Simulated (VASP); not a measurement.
# BN (P-6m2) in VASP: further runs

Runs on BN. Level: PBE+D3(BJ). Tasks: single point, relaxation of cell and atoms.

All numbers are computed with VASP 6.6.1; they aren't measurements. Logs are shortened: lines on timing, memory, paths and dates and some standing lists are left out, and cuts for length are marked.

## Step 1: The cell of the first run

Symmetry: P-6m2, No. 187, hexagonal system. Conventional cell: a = 2.506 Å, b = 2.506 Å, c = 6.597 Å, α = 90.00°, β = 90.00°, γ = 120.00°. B (site symmetry -6m2) has 3 N at 1.45 Å within 1.9 Å. B (site symmetry -6m2) has 3 N at 1.45 Å within 1.9 Å. Within 1.9 Å of N (site symmetry -6m2) lie 3 B at 1.45 Å. N (site symmetry -6m2) has 3 B at 1.45 Å within 1.9 Å.

## Step 2: Single point, PBE+D3(BJ)

The input, INCAR:

```
  PREC = Accurate
  ENCUT = 520
  EDIFF = 1E-7
  ISMEAR = 0
  SIGMA = 0.02
  LREAL = F
  LASPH = T
  NELM = 100
  ALGO = Normal
  ISIF = 2
  LWAVE = F
  LCHARG = F
  GGA = PE
  IVDW = 12
  NBANDS = 16
```

The input, KPOINTS:

```
Automatic mesh
0
Gamma
  12 12 4
```

The input, POSCAR:

```
BN
1.0
    2.5061232917      0.0000000000      0.0000000000
   -1.2530616459      2.1703664356      0.0000000000
    0.0000000000      0.0000000000      6.5973566783
B N
2 2
Direct
    0.0000000000      0.0000000000      0.5000000000
    0.3333333333      0.6666666667      0.0000000000
    0.0000000000      0.0000000000      0.0000000000
    0.6666666667      0.3333333333      0.5000000000
```

Potentials or basis: VASP PAW PBE potentials, release 64 (B, N).

Started as:

```
> cat potpaw_PBE.64/B/POTCAR potpaw_PBE.64/N/POTCAR > POTCAR
> mpirun -np 1 vasp_std > vasp.out
```

OUTCAR:

```text
PREC = Accurate
   ENCUT = 520
   EDIFF = 1E-7
   ISMEAR = 0
   LREAL = F
   LASPH = T
   NELM = 100
   ISIF = 2
   GGA = PE
   IVDW = 12
 IVDW          = 12

 ion  position               nearest neighbor table
   1  0.000  0.000  0.500-   4 1.45   4 1.45   4 1.45
   2  0.333  0.667  0.000-   3 1.45   3 1.45   3 1.45
   3  0.000  0.000  0.000-   2 1.45   2 1.45   2 1.45
   4  0.667  0.333  0.500-   1 1.45   1 1.45   1 1.45

  LATTYP: Found a hexagonal cell.
 ALAT       =     2.5061232917
 C/A-ratio  =     2.6324948578

  Lattice vectors:

 A1 = (   2.5061232917,   0.0000000000,   0.0000000000)
 A2 = (  -1.2530616459,   2.1703664356,   0.0000000000)
 A3 = (   0.0000000000,   0.0000000000,   6.5973566783)

Analysis of symmetry for initial positions (statically):
=====================================================================
 Subroutine PRICEL returns:
 Original cell was already a primitive cell.

 Routine SETGRP: Setting up the symmetry group for a
 hexagonal supercell.

 Subroutine GETGRP returns: Found 12 space group operations
 (whereof 12 operations were pure point group operations)
 out of a pool of 24 trial point group operations.

The static configuration has the point symmetry D_3h.

Analysis of symmetry for dynamics (positions and initial velocities):
=====================================================================
 Subroutine PRICEL returns:
 Original cell was already a primitive cell.

 Routine SETGRP: Setting up the symmetry group for a
 hexagonal supercell.

 Subroutine GETGRP returns: Found 12 space group operations
 (whereof 12 operations were pure point group operations)
 out of a pool of 24 trial point group operations.

The dynamic configuration has the point symmetry D_3h.

 Subroutine INISYM returns: Found 12 space group operations
 (whereof 12 operations are pure point group operations),
 and found     1 'primitive' translations

----------------------------------------------------------------------------------------

                                     Primitive cell

  volume of cell :      35.8844

  direct lattice vectors                    reciprocal lattice vectors
     2.506123292  0.000000000  0.000000000     0.399022667  0.230375844  0.000000000
    -1.253061646  2.170366436  0.000000000     0.000000000  0.460751689  0.000000000
     0.000000000  0.000000000  6.597356678     0.000000000  0.000000000  0.151575858

  length of vectors
     2.506123292  2.506123292  6.597356678     0.460751689  0.460751689  0.151575858

  position of ions in fractional coordinates (direct lattice)
     0.000000000  0.000000000  0.500000000
     0.333333333  0.666666667  0.000000000
     0.000000000  0.000000000  0.000000000
     0.666666667  0.333333333  0.500000000

  ion indices of the primitive-cell ions
   primitive index   ion index
                 1           1
                 2           2
                 3           3
                 4           4

----------------------------------------------------------------------------------------

 KPOINTS: Automatic mesh

Automatic generation of k-mesh.
 Grid dimensions read from file:
 generate k-points for:   12   12    4

 Generating k-lattice:

  Cartesian coordinates                     Fractional coordinates (reciprocal lattice)
     0.033251889  0.019197987  0.000000000     0.083333333  0.000000000  0.000000000
     0.000000000  0.038395974  0.000000000     0.000000000  0.083333333  0.000000000
     0.000000000  0.000000000  0.037893965     0.000000000  0.000000000  0.250000000

  Length of vectors
     0.038395974  0.038395974  0.037893965

  Shift w.r.t. Gamma in fractional coordinates (k-lattice)
     0.000000000  0.000000000  0.000000000

 Subroutine IBZKPT returns following result:
 ===========================================

 Found     57 irreducible k-points:

 Following reciprocal coordinates:
            Coordinates               Weight
  0.000000  0.000000  0.000000      1.000000
  0.083333 -0.000000  0.000000      6.000000
  0.166667 -0.000000  0.000000      6.000000
  0.250000 -0.000000  0.000000      6.000000
  0.333333  0.000000  0.000000      6.000000
  0.416667 -0.000000  0.000000      6.000000
[... 16 lines left out ...]
  0.250000 -0.000000  0.250000     12.000000
  0.333333  0.000000  0.250000     12.000000
 [... further k-points ...]
   k-points           NKPTS =     57   k-points in BZ     NKDIM =     57   number of bands    NBANDS=     16
   number of dos      NEDOS =    301   number of ions     NIONS =      4
   total plane-waves  NPLWV =  20000
   dimension x,y,z NGX =    20 NGY =   20 NGZ =   50
   dimension x,y,z NGXF=    40 NGYF=   40 NGZF=  100
   ions per type =               2   2
   NGX,Y,Z   is equivalent  to a cutoff of  13.27, 13.27, 12.60 a.u.
   NGXF,Y,Z  is equivalent  to a cutoff of  26.53, 26.53, 25.20 a.u.
 SYSTEM =  unknown system
   PREC   = accura    normal or accurate (medium, high low for compatibility)
   ISTART =      0    job   : 0-new  1-cont  2-samecut
   ICHARG =      2    charge: 1-file 2-atom 10-const
   ISPIN  =      1    spin polarized calculation?
   LNONCOLLINEAR =      F non collinear calculations
   LSORBIT =      F    spin-orbit coupling
   LASPH  =      T    aspherical Exc in radial PAW
   ENCUT  =  520.0 eV  38.22 Ry    6.18 a.u.   4.66  4.66 12.27*2*pi/ulx,y,z
   NELM   =    100;   NELMIN=  2; NELMDL= -5     # of ELM steps
   EDIFF  = 0.1E-06   stopping-criterion for ELM
   LREAL  =      F    real-space projection
   EDIFFG = 0.1E-05   stopping-criterion for IOM
   NSW    =      0    number of steps for IOM
   IBRION =     -1    ionic relax: 0-MD 1-quasi-New 2-CG
   NFREE  =      0    steps in history (QN), initial steepest desc. (CG)
   ISIF   =      2    stress and relaxation
   ISYM   =      2    0-nonsym 1-usesym 2-fastsym
   POTIM  = 0.5000    time-step for ionic-motion
   TEBEG  =    0.0;   TEEND  =   0.0 temperature during run
   PSTRESS=    0.0 pullay stress
   NELECT =      16.0000    total number of electrons
   NUPDOWN=      -1.0000    fix difference up-down
   EMIN   =  10.00;   EMAX   =-10.00  energy-range for DOS
   EFERMI =   0.00;   METHOD = LEGACY
   ISMEAR =     0;   SIGMA  =   0.02  broadening in eV -4-tet -1-fermi 0-gaus
   EFERMI_NEDOS =   21; number of points for ismear=-14 and -15
   IALGO  =     38    algorithm
   IMIX   =      4    mixing-type and parameters
     AMIX     =   0.40;   BMIX     =  1.00
     AMIX_MAG =   1.60;   BMIX_MAG =  1.00
  volume/ion in A,a.u.               =       8.97        60.54
  Fermi-wavevector in a.u.,A,eV,Ry     =   1.250680  2.363443 21.282252  1.564201
  Thomas-Fermi vector in A             =   2.384663
   LORBIT       =      0    0 simple, 1 ext, 2 COOP (PROOUT), +10 PAW based schemes
   GGA     = PE    functional components
   LHFCALC =     F    Hartree Fock is set to
   AEXX    =    0.0000 exact exchange contribution
   IVDW    =    12    specifies the selected vdW correction
   LEPSILON=     F    determine dielectric tensor
   LRPA    =     F    only Hartree local field effects (RPA)
 non-spin polarized calculation
 Gauss-broadening in eV      SIGMA  =   0.02
  energy-cutoff  :      520.00
  volume of cell :       35.88
 maximum number of plane-waves:       985
 NGX is ok and might be reduce to    20
   NGX =  9   NGY =  9   NGZ = 25

 number of electron      15.9999998 magnetization

 Free energy of the ion-electron system (eV)
  ---------------------------------------------------
  ext. energy  EPLUGINS =         0.00000000
  ---------------------------------------------------
  free energy    TOTEN  =       -35.15067604 eV

  energy without entropy =      -35.15067604  energy(sigma->0) =      -35.15067604

 E-fermi :   2.5454     XC(G=0): -10.1173

 val. band max:        2.3697748218   @ k =   0.3333   0.3333   0.5000
 cond. band min:       6.7211501771   @ k =   0.5000  -0.0000   0.0000
 fundamental gap:      4.3513753552
 Fermi energy:         2.5454323076

 k-point     1 :       0.0000    0.0000    0.0000
  band No.  band energies     occupation
      1     -15.4892      2.00000
      2     -15.1645      2.00000
      3      -3.9127      2.00000
      4      -1.7341      2.00000
      5       0.9367      2.00000
      6       0.9367      2.00000
[... 8 lines left out ...]
     15      14.5893      0.00000
     16      15.4264      0.00000

 k-point     2 :       0.0833   -0.0000    0.0000
  band No.  band energies     occupation
      1     -15.3534      2.00000
      2     -15.0333      2.00000
      3      -3.7256      2.00000
      4      -1.5684      2.00000
      5       0.3769      2.00000
      6       0.4906      2.00000
[... 8 lines left out ...]
     15      14.9393      0.00000
     16      15.0760      0.00000

 k-point     3 :       0.1667   -0.0000    0.0000
  band No.  band energies     occupation
      1     -14.9535      2.00000
      2     -14.6472      2.00000
      3      -3.1707      2.00000
      4      -1.0818      2.00000
      5      -1.0379      2.00000
      6      -0.9158      2.00000
[... 8 lines left out ...]
     15      16.1618      0.00000
     16      16.2278      0.00000

 k-point     4 :       0.2500   -0.0000    0.0000
  band No.  band energies     occupation
      1     -14.3162      2.00000
      2     -14.0341      2.00000
      3      -2.8320      2.00000
      4      -2.6923      2.00000
      5      -2.2713      2.00000
      6      -0.6819      2.00000
[... 8 lines left out ...]
     15      17.7333      0.00000
     16      18.2950      0.00000
[... 324 lines left out ...]
 k-point    22 :       0.1667   -0.0000    0.2500
  band No.  band energies     occupation
      1     -14.9171      2.00000
      2     -14.6882      2.00000
      3      -2.9192      2.00000
      4      -1.4808      2.00000
      5      -1.0189      2.00000
      6      -0.9001      2.00000
[... 8 lines left out ...]
     15      16.0380      0.00000
     16      16.1537      0.00000

 k-point    23 :       0.2500   -0.0000    0.2500
  band No.  band energies     occupation
      1     -14.2836      2.00000
      2     -14.0704      2.00000
      3      -2.8337      2.00000
      4      -2.7154      2.00000
      5      -2.0087      2.00000
      6      -0.6785      2.00000
[... 8 lines left out ...]
     15      18.3019      0.00000
     16      18.4219      0.00000

 k-point    24 :       0.3333    0.0000    0.2500
  band No.  band energies     occupation
      1     -13.4822      2.00000
      2     -13.2933      2.00000
      3      -4.6104      2.00000
      4      -4.4764      2.00000
      5      -1.3041      2.00000
      6      -1.1864      2.00000
[... 8 lines left out ...]
     15      19.0116      0.00000
     16      20.6930      0.00000

 [... further k-points ...]

------------------------ aborting loop because EDIFF is reached ----------------------------------------

 Edisp (eV)   -0.56836

 E8    (eV) :    -0.1667

  FORCE on cell =-STRESS in cart. coord.  units (eV):
  Direction    XX          YY          ZZ          XY          YZ          ZX
  --------------------------------------------------------------------------------------
  -------------------------------------------------------------------------------------
  Total       0.03815     0.03815    -0.03567    -0.00000     0.00000    -0.00000
  in kB       1.70313     1.70313    -1.59259    -0.00000     0.00000    -0.00000
  external pressure =        0.60 kB  Pullay stress =        0.00 kB

 VOLUME and BASIS-vectors are now :
 -----------------------------------------------------------------------------
  energy-cutoff  :      520.00
  volume of cell :       35.88
      direct lattice vectors                 reciprocal lattice vectors
     2.506123292  0.000000000  0.000000000     0.399022667  0.230375844  0.000000000
    -1.253061646  2.170366436  0.000000000     0.000000000  0.460751689  0.000000000
     0.000000000  0.000000000  6.597356678     0.000000000  0.000000000  0.151575858

 POSITION                                       TOTAL-FORCE (eV/Angst)
 -----------------------------------------------------------------------------------
      0.00000      0.00000      3.29868        -0.000000      0.000000      0.000000
     -0.00000      1.44691      0.00000        -0.000000      0.000000      0.000000
      0.00000      0.00000      0.00000         0.000000      0.000000      0.000000
      1.25306      0.72346      3.29868         0.000000      0.000000      0.000000
 -----------------------------------------------------------------------------------
    total drift:                               -0.000001      0.000000      0.000000

  FREE ENERGIE OF THE ION-ELECTRON SYSTEM (eV)
  ---------------------------------------------------
  free  energy   TOTEN  =       -35.7190379903 eV

  energy  without entropy=      -35.7190379903  energy(sigma->0) =      -35.71903799
```

Run time: 24 s. Hardware: 1 thread of Intel Xeon Platinum 8488C (Sapphire Rapids), shared host; peak memory 0.17 GiB.

Results:

- Free energy: -35.7190 eV
- Pressure: 0.1 GPa
- Band gap on the k mesh: 4.35 eV, indirect (least direct gap 4.46 eV)
- Dispersion energy per atom: -0.142 eV

(Continued in part 2 of 2.)
